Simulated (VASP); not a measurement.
# LaAgGe2 (P4/nmm) in VASP: further runs

Aim: see how the results for LaAgGe2 move with the level of theory and the settings. Levels: PBE, PBE+D3(BJ). Tasks: single point.

All numbers are computed with VASP 6.6.1; they aren't measurements. Logs are shortened: lines on timing, memory, paths and dates and some standing lists are left out, and cuts for length are marked.

## 1. The cell of the first run

Symmetry: P4/nmm, No. 129, tetragonal system. Conventional cell: a = 3.998 Å, b = 3.998 Å, c = 9.893 Å, α = 90.00°, β = 90.00°, γ = 90.00°. Ag (site symmetry -4m2) has 4 Ag at 2.83 Å and 4 La at 3.07 Å and 4 Ge at 3.76 Å within 3.8 Å. La (site symmetry 4mm) has 8 Ge at 2.96 to 3.30 Å and 4 Ag at 3.07 Å and 4 La at 4.00 Å within 4.0 Å. Ge (site symmetry 4mm) has 4 Ge at 2.66 Å and 4 La at 2.96 Å within 3.5 Å. Ge (site symmetry -4m2) has 8 Ge at 2.66 to 2.83 Å and 4 La at 3.30 Å within 3.5 Å.

## 2. Single point, PBE

The input, INCAR:

```
ALGO = Normal
EDIFF = 1E-7
ENCUT = 520
GGA = PE
ISIF = 2
ISMEAR = 1
LASPH = True
LCHARG = True
LELF = True
LREAL = False
LVHAR = True
LWAVE = False
NBANDS = 60
NELM = 80
PREC = Accurate
SIGMA = 0.1432
```

The input, KPOINTS:

```
k-points
0
Gamma
  5 5 2
```

The input, POSCAR:

```
LaAgGe2
1.0
    3.9978920000      0.0000000000      0.0000000000
    0.0000000000      3.9978920000      0.0000000000
    0.0000000000      0.0000000000      9.8933830000
Ag La Ge
2 2 4
Direct
    0.7500000000      0.2500000000      0.0000000000
    0.2500000000      0.7500000000      0.0000000000
    0.2500000000      0.2500000000      0.7651000000
    0.7500000000      0.7500000000      0.2349000000
    0.2500000000      0.2500000000      0.3220000000
    0.7500000000      0.7500000000      0.6780000000
    0.7500000000      0.2500000000      0.5000000000
    0.2500000000      0.7500000000      0.5000000000
```

Potentials or basis: VASP PAW PBE potentials, release 64 (Ag, La, Ge_d).

Run with:

```
cat potpaw_PBE.64/Ag/POTCAR potpaw_PBE.64/La/POTCAR potpaw_PBE.64/Ge_d/POTCAR > POTCAR
mpirun -np 1 vasp_std > vasp.out
```

OUTCAR:

```text
EDIFF = 1E-7
   ENCUT = 520
   GGA = PE
   ISIF = 2
   ISMEAR = 1
   LASPH = True
   LREAL = False
   NELM = 80
   PREC = Accurate

 ion  position               nearest neighbor table
   1  0.750  0.250  0.000-   2 2.83   2 2.83   2 2.83   2 2.83   4 3.07   4 3.07   3 3.07   3 3.07

   2  0.250  0.750  0.000-   1 2.83   1 2.83   1 2.83   1 2.83   3 3.07   4 3.07   4 3.07   3 3.07

   3  0.250  0.250  0.765-   6 2.96   6 2.96   6 2.96   6 2.96   2 3.07   1 3.07   1 3.07   2 3.07
                             7 3.30   8 3.30   7 3.30   8 3.30
   4  0.750  0.750  0.235-   5 2.96   5 2.96   5 2.96   5 2.96   2 3.07   2 3.07   1 3.07   1 3.07
                             7 3.30   8 3.30   8 3.30   7 3.30
   5  0.250  0.250  0.322-   7 2.66   8 2.66   8 2.66   7 2.66   4 2.96   4 2.96   4 2.96   4 2.96

   6  0.750  0.750  0.678-   7 2.66   8 2.66   7 2.66   8 2.66   3 2.96   3 2.96   3 2.96   3 2.96

   7  0.750  0.250  0.500-   5 2.66   6 2.66   6 2.66   5 2.66   8 2.83   8 2.83   8 2.83   8 2.83
                             3 3.30   4 3.30   4 3.30   3 3.30
   8  0.250  0.750  0.500-   5 2.66   6 2.66   5 2.66   6 2.66   7 2.83   7 2.83   7 2.83   7 2.83
                             4 3.30   3 3.30   4 3.30   3 3.30

  LATTYP: Found a simple tetragonal cell.
 ALAT       =     3.9978920000
 C/A-ratio  =     2.4746498905

  Lattice vectors:

 A1 = (   3.9978920000,   0.0000000000,   0.0000000000)
 A2 = (   0.0000000000,   3.9978920000,   0.0000000000)
 A3 = (   0.0000000000,   0.0000000000,   9.8933830000)

Analysis of symmetry for initial positions (statically):
=====================================================================
 Subroutine PRICEL returns:
 Original cell was already a primitive cell.

 Routine SETGRP: Setting up the symmetry group for a
 simple tetragonal supercell.

 Subroutine GETGRP returns: Found 16 space group operations
 (whereof  4 operations were pure point group operations)
 out of a pool of 16 trial point group operations.

The static configuration has the point symmetry C_2h.
 The point group associated with its full space group is D_4h.

Analysis of symmetry for dynamics (positions and initial velocities):
=====================================================================
 Subroutine PRICEL returns:
 Original cell was already a primitive cell.

 Routine SETGRP: Setting up the symmetry group for a
 simple tetragonal supercell.

 Subroutine GETGRP returns: Found 16 space group operations
 (whereof  4 operations were pure point group operations)
 out of a pool of 16 trial point group operations.

The dynamic configuration has the point symmetry C_2h.
 The point group associated with its full space group is D_4h.

 Subroutine INISYM returns: Found 16 space group operations
 (whereof  4 operations are pure point group operations),
 and found     1 'primitive' translations

----------------------------------------------------------------------------------------

                                     Primitive cell

  volume of cell :     158.1273

  direct lattice vectors                    reciprocal lattice vectors
     3.997892000  0.000000000  0.000000000     0.250131819  0.000000000  0.000000000
     0.000000000  3.997892000  0.000000000     0.000000000  0.250131819  0.000000000
     0.000000000  0.000000000  9.893383000     0.000000000  0.000000000  0.101077660

  length of vectors
     3.997892000  3.997892000  9.893383000     0.250131819  0.250131819  0.101077660

  position of ions in fractional coordinates (direct lattice)
     0.750000000  0.250000000  0.000000000
     0.250000000  0.750000000  0.000000000
     0.250000000  0.250000000  0.765100000
     0.750000000  0.750000000  0.234900000
     0.250000000  0.250000000  0.322000000
     0.750000000  0.750000000  0.678000000
     0.750000000  0.250000000  0.500000000
     0.250000000  0.750000000  0.500000000

  ion indices of the primitive-cell ions
   primitive index   ion index
                 1           1
                 2           2
                 3           3
                 4           4
                 5           5
                 6           6
                 7           7
                 8           8

----------------------------------------------------------------------------------------

 KPOINTS: k-points

Automatic generation of k-mesh.
 Grid dimensions read from file:
 generate k-points for:    5    5    2

 Generating k-lattice:

  Cartesian coordinates                     Fractional coordinates (reciprocal lattice)
     0.050026364  0.000000000  0.000000000     0.200000000  0.000000000  0.000000000
     0.000000000  0.050026364  0.000000000     0.000000000  0.200000000  0.000000000
     0.000000000  0.000000000  0.050538830     0.000000000  0.000000000  0.500000000

  Length of vectors
     0.050026364  0.050026364  0.050538830

  Shift w.r.t. Gamma in fractional coordinates (k-lattice)
     0.000000000  0.000000000  0.000000000

 Subroutine IBZKPT returns following result:
 ===========================================

 Found     12 irreducible k-points:

 Following reciprocal coordinates:
            Coordinates               Weight
  0.000000  0.000000  0.000000      1.000000
  0.200000  0.000000  0.000000      4.000000
  0.400000  0.000000  0.000000      4.000000
  0.200000  0.200000  0.000000      4.000000
  0.400000  0.200000  0.000000      8.000000
  0.400000  0.400000  0.000000      4.000000
  0.000000  0.000000  0.500000      1.000000
  0.200000  0.000000  0.500000      4.000000
  0.400000  0.000000  0.500000      4.000000
  0.200000  0.200000  0.500000      4.000000
  0.400000  0.200000  0.500000      8.000000
  0.400000  0.400000  0.500000      4.000000
   k-points           NKPTS =     12   k-points in BZ     NKDIM =     12   number of bands    NBANDS=     60
   number of dos      NEDOS =    301   number of ions     NIONS =      8
   total plane-waves  NPLWV =  72000
   dimension x,y,z NGX =    30 NGY =   30 NGZ =   80
   dimension x,y,z NGXF=    60 NGYF=   60 NGZF=  160
   ions per type =               2   2   4
   NGX,Y,Z   is equivalent  to a cutoff of  12.48, 12.48, 13.44 a.u.
   NGXF,Y,Z  is equivalent  to a cutoff of  24.95, 24.95, 26.89 a.u.
 SYSTEM =  unknown system
   PREC   = accura    normal or accurate (medium, high low for compatibility)
   ISTART =      0    job   : 0-new  1-cont  2-samecut
   ICHARG =      2    charge: 1-file 2-atom 10-const
   ISPIN  =      1    spin polarized calculation?
   LNONCOLLINEAR =      F non collinear calculations
   LSORBIT =      F    spin-orbit coupling
   LASPH  =      T    aspherical Exc in radial PAW
   ENCUT  =  520.0 eV  38.22 Ry    6.18 a.u.   7.43  7.43 18.40*2*pi/ulx,y,z
   NELM   =     80;   NELMIN=  2; NELMDL= -5     # of ELM steps
   EDIFF  = 0.1E-06   stopping-criterion for ELM
   LREAL  =      F    real-space projection
   EDIFFG = 0.1E-05   stopping-criterion for IOM
   NSW    =      0    number of steps for IOM
   IBRION =     -1    ionic relax: 0-MD 1-quasi-New 2-CG
   NFREE  =      0    steps in history (QN), initial steepest desc. (CG)
   ISIF   =      2    stress and relaxation
   ISYM   =      2    0-nonsym 1-usesym 2-fastsym
   POTIM  = 0.5000    time-step for ionic-motion
   TEBEG  =    0.0;   TEEND  =   0.0 temperature during run
   PSTRESS=    0.0 pullay stress
   NELECT =     100.0000    total number of electrons
   NUPDOWN=      -1.0000    fix difference up-down
   EMIN   =  10.00;   EMAX   =-10.00  energy-range for DOS
   EFERMI =   0.00;   METHOD = LEGACY
   ISMEAR =     1;   SIGMA  =   0.14  broadening in eV -4-tet -1-fermi 0-gaus
   EFERMI_NEDOS =   21; number of points for ismear=-14 and -15
   IALGO  =     38    algorithm
   IMIX   =      4    mixing-type and parameters
     AMIX     =   0.40;   BMIX     =  1.00
     AMIX_MAG =   1.60;   BMIX_MAG =  1.00
  volume/ion in A,a.u.               =      19.77       133.39
  Fermi-wavevector in a.u.,A,eV,Ry     =   1.405203  2.655449 26.866017  1.974597
  Thomas-Fermi vector in A             =   2.527688
   LORBIT       =      0    0 simple, 1 ext, 2 COOP (PROOUT), +10 PAW based schemes
   GGA     = PE    functional components
   LHFCALC =     F    Hartree Fock is set to
   AEXX    =    0.0000 exact exchange contribution
   IVDW    =     0    specifies the selected vdW correction
   LEPSILON=     F    determine dielectric tensor
   LRPA    =     F    only Hartree local field effects (RPA)
 non-spin polarized calculation
 Methfessel and Paxton  Order N= 1 SIGMA  =   0.14
  energy-cutoff  :      520.00
  volume of cell :      158.13
 maximum number of plane-waves:      4324
 NGX is ok and might be reduce to    30
   NGX = 15   NGY = 15   NGZ = 37

 number of electron     100.0000000 magnetization

 number of electron      99.9999942 magnetization

 Free energy of the ion-electron system (eV)
  ---------------------------------------------------
  ext. energy  EPLUGINS =         0.00000000
  ---------------------------------------------------
  free energy    TOTEN  =       -33.28264880 eV

  energy without entropy =      -33.28270073  energy(sigma->0) =      -33.28266611

 E-fermi :   9.3965     XC(G=0): -11.4733

 val. band max:        9.3803614777   @ k =   0.2000   0.2000   0.5000
 cond. band min:       9.4313919225   @ k =   0.2000   0.2000   0.5000
 fundamental gap:      0.0510304447
 Fermi energy:         9.3964955129

 k-point     1 :       0.0000    0.0000    0.0000
  band No.  band energies     occupation
      1     -23.1070      2.00000
      2     -23.1030      2.00000
      3     -15.8312      2.00000
      4     -15.7907      2.00000
      5     -15.7503      2.00000
      6     -15.7503      2.00000
[... 52 lines left out ...]
     59      11.5133     -0.00000
     60      11.6548     -0.00000

 k-point     2 :       0.2000    0.0000    0.0000
  band No.  band energies     occupation
      1     -23.0927      2.00000
      2     -23.0894      2.00000
      3     -15.8108      2.00000
      4     -15.7786      2.00000
      5     -15.7440      2.00000
      6     -15.7398      2.00000
[... 627 lines left out ...]
      4     -15.7438      2.00000
      5     -15.7353      2.00000
      6     -15.7255      2.00000
[... 52 lines left out ...]
     59      11.7706     -0.00000
     60      11.7757     -0.00000

------------------------ aborting loop because EDIFF is reached ----------------------------------------

  FORCE on cell =-STRESS in cart. coord.  units (eV):
  Direction    XX          YY          ZZ          XY          YZ          ZX
  --------------------------------------------------------------------------------------
  -------------------------------------------------------------------------------------
  Total       15.4894623     15.4894623     13.6077475     -0.0000000      0.0000000      0.0000000
  in kB      156.9422906    156.9422906    137.8763847     -0.0000000      0.0000000      0.0000000
  external PRESSURE =     150.5869886 kB  Pullay stress =       0.0000000 kB

 VOLUME and BASIS-vectors are now :
 -----------------------------------------------------------------------------
  energy-cutoff  :      520.00
  volume of cell :      158.13
      direct lattice vectors                 reciprocal lattice vectors
     3.997892000  0.000000000  0.000000000     0.250131819  0.000000000  0.000000000
     0.000000000  3.997892000  0.000000000     0.000000000  0.250131819  0.000000000
     0.000000000  0.000000000  9.893383000     0.000000000  0.000000000  0.101077660

 POSITION                                       TOTAL-FORCE (eV/Angst)
 -----------------------------------------------------------------------------------
      2.99842      0.99947      0.00000         0.000000     -0.000000      0.000000
      0.99947      2.99842      0.00000        -0.000000     -0.000000      0.000000
      0.99947      0.99947      7.56943        -0.000000     -0.000000     -0.695504
      2.99842      2.99842      2.32396        -0.000000      0.000000      0.695504
      0.99947      0.99947      3.18567        -0.000000     -0.000000     -0.746935
      2.99842      2.99842      6.70771        -0.000000     -0.000000      0.746935
      2.99842      0.99947      4.94669         0.000000      0.000000      0.000000
      0.99947      2.99842      4.94669        -0.000000     -0.000000      0.000000
 -----------------------------------------------------------------------------------
    total drift:                                0.000000      0.000000     -0.000000

  FREE ENERGIE OF THE ION-ELECTRON SYSTEM (eV)
  ---------------------------------------------------
  free  energy   TOTEN  =       -33.2826487959 eV

  energy  without entropy=      -33.2827007334  energy(sigma->0) =      -33.28266611
```

Wall time 3.8 min (1 thread of AMD EPYC 7R43 (Zen 3), shared host); peak memory 0.28 GiB.

Results:

- Free energy: -33.2826 eV
- Pressure: 15.1 GPa
- Largest force: 0.747 eV/Å
- Band gap on the k mesh: zero (bands 50 and 51 overlap by 0.64 eV)

Forces on the atoms (eV/Å):
```
Ag   0.000  0.000  0.000
Ag   0.000  0.000  0.000
La   0.000  0.000 -0.696
La   0.000  0.000  0.696
Ge   0.000  0.000 -0.747
Ge   0.000  0.000  0.747
Ge   0.000  0.000  0.000
Ge   0.000  0.000  0.000
```

Stress tensor (GPa, compression positive):
```
15.69  0.00  0.00
 0.00 15.69  0.00
 0.00  0.00 13.79
```

Levels at points of the mesh, in eV from the Fermi level:
| k point | band 47 | band 48 | band 49 | band 50 | band 51 | band 52 | band 53 | band 54 |
| --- | --- | --- | --- | --- | --- | --- | --- | --- |
| (0.00, 0.00, 0.00) | -1.91 | -0.76 | -0.76 | -0.49 | 0.20 | 1.42 | 1.42 | 1.44 |
| (0.00, 0.00, 0.50) | -1.61 | -0.75 | -0.75 | -0.31 | -0.09 | 0.49 | 1.33 | 1.33 |

Caveat: the cell stands under pressure; spin-orbit coupling is left out, which moves the levels of the heavy elements.

## 3. Single point, PBE+D3(BJ)

The input, INCAR:

```
ALGO = Normal
EDIFF = 1E-7
ENCUT = 520
GGA = PE
ISIF = 2
ISMEAR = 1
IVDW = 12
LASPH = True
LCHARG = False
LREAL = False
LWAVE = False
NBANDS = 60
NELM = 100
PREC = Accurate
SIGMA = 0.1432
```

KPOINTS is that of step 2.

POSCAR is that of step 2.

Potentials or basis: VASP PAW PBE potentials, release 64 (Ag, La, Ge_d).

Run with:

```
cat potpaw_PBE.64/Ag/POTCAR potpaw_PBE.64/La/POTCAR potpaw_PBE.64/Ge_d/POTCAR > POTCAR
mpirun -np 1 vasp_std > vasp.out
```

Wall time 3.3 min (1 thread of AMD EPYC 7R43 (Zen 3), shared host); peak memory 0.29 GiB.

Results (log left out):

```
Free energy                : -37.1144 eV
Pressure                   : 11.1 GPa
Largest force              : 0.739 eV/Å
Band gap on the k mesh     : zero (bands 50 and 51 overlap by 0.64 eV)
Dispersion energy per atom : -0.479 eV
```

Forces in eV/Å, atoms in the order of the input:
```
Ag   0.000  0.000  0.000
Ag   0.000  0.000  0.000
La   0.000  0.000 -0.703
La   0.000  0.000  0.703
Ge   0.000  0.000 -0.739
Ge   0.000  0.000  0.739
Ge   0.000  0.000  0.000
Ge   0.000  0.000  0.000
```

Stress tensor (GPa, compression positive):
```
11.70  0.00  0.00
 0.00 11.70  0.00
 0.00  0.00  9.87
```

Levels at points of the mesh, in eV from the Fermi level:
```tsv
k point	band 46	band 47	band 48	band 49	band 50	band 51	band 52	band 53	band 54	band 55
(0.00, 0.00, 0.00)	-3.13	-1.91	-0.76	-0.76	-0.49	0.20	1.42	1.42	1.44	1.58
(0.00, 0.00, 0.50)	-2.46	-1.61	-0.75	-0.75	-0.31	-0.09	0.49	1.33	1.33	1.43
```

Caveat: the cell stands under pressure; spin-orbit coupling is left out, which moves the levels of the heavy elements.

## 4. Single point, PBE+D3(BJ)

The input, INCAR:

```
  ALGO = Normal
  EDIFF = 1E-7
  ENCUT = 520
  GGA = PE
  ISIF = 2
  ISMEAR = 1
  IVDW = 12
  LASPH = T
  LCHARG = F
  LREAL = F
  LWAVE = F
  NBANDS = 60
  NELM = 80
  PREC = Accurate
  SIGMA = 0.01
```

KPOINTS is that of step 3.

POSCAR is that of step 3.

Run with:

```
cat potpaw_PBE.64/Ag/POTCAR potpaw_PBE.64/La/POTCAR potpaw_PBE.64/Ge_d/POTCAR > POTCAR
mpirun -np 1 vasp_std > vasp.out
```

Wall time 3.4 min (1 thread of AMD EPYC 7R43 (Zen 3), shared host); peak memory 0.29 GiB.

The run converged. Its results:

```yaml
Free_energy: -37.1160 eV
Pressure: 11.0 GPa
Largest_force: 0.767 eV/Å
Band_gap_on_the_k_mesh: zero (bands 50 and 51 overlap by 0.64 eV)
Dispersion_energy_per_atom: -0.479 eV
```

Forces on the atoms (eV/Å):
```
Ag   0.000  0.000  0.000
Ag   0.000  0.000  0.000
La   0.000  0.000 -0.742
La   0.000  0.000  0.742
Ge   0.000  0.000 -0.767
Ge   0.000  0.000  0.767
Ge   0.000  0.000  0.000
Ge   0.000  0.000  0.000
```

Stress tensor (GPa, compression positive):
```
11.52  0.00  0.00
 0.00 11.52  0.00
 0.00  0.00 10.07
```

Levels at points of the mesh, in eV from the Fermi level:
| k point | band 47 | band 48 | band 49 | band 50 | band 51 | band 52 | band 53 | band 54 |
| --- | --- | --- | --- | --- | --- | --- | --- | --- |
| (0.00, 0.00, 0.00) | -1.90 | -0.74 | -0.74 | -0.48 | 0.20 | 1.42 | 1.42 | 1.45 |
| (0.00, 0.00, 0.50) | -1.60 | -0.74 | -0.74 | -0.31 | -0.09 | 0.50 | 1.33 | 1.33 |

Caveat: three body term missing; the cell stands under pressure; spin-orbit coupling is left out, which moves the levels of the heavy elements.

## 5. Summary

```csv
level,smearing,gap on the mesh (eV),pressure (GPa),largest force (eV/Å)
PBE,methfessel-paxton 0.1432 eV,none,15.1,0.75
PBE+D3(BJ),methfessel-paxton 0.1432 eV,none,11.1,0.74
PBE+D3(BJ),methfessel-paxton 0.01 eV,none,11.0,0.77
```

Alike in all rows: task single point; potentials or basis VASP PAW PBE potentials, release 64 (Ag, La, Ge_d); no spin polarisation; cell as given; k mesh 5 × 5 × 2; cutoff (eV) 520.

The pressure there spans 11.0 GPa (PBE+D3(BJ)) to 15.1 GPa (PBE); a positive pressure means that this level wants a larger cell, a negative one a smaller.

Caveats: the cell stands under pressure; spin-orbit coupling is left out, which moves the levels of the heavy elements; three body term missing (at least some runs).

Total energies depend on the potentials used, so only differences within one code and one set of settings carry meaning.

The gap in the log of VASP goes by the Fermi energy; the results here count the filled bands.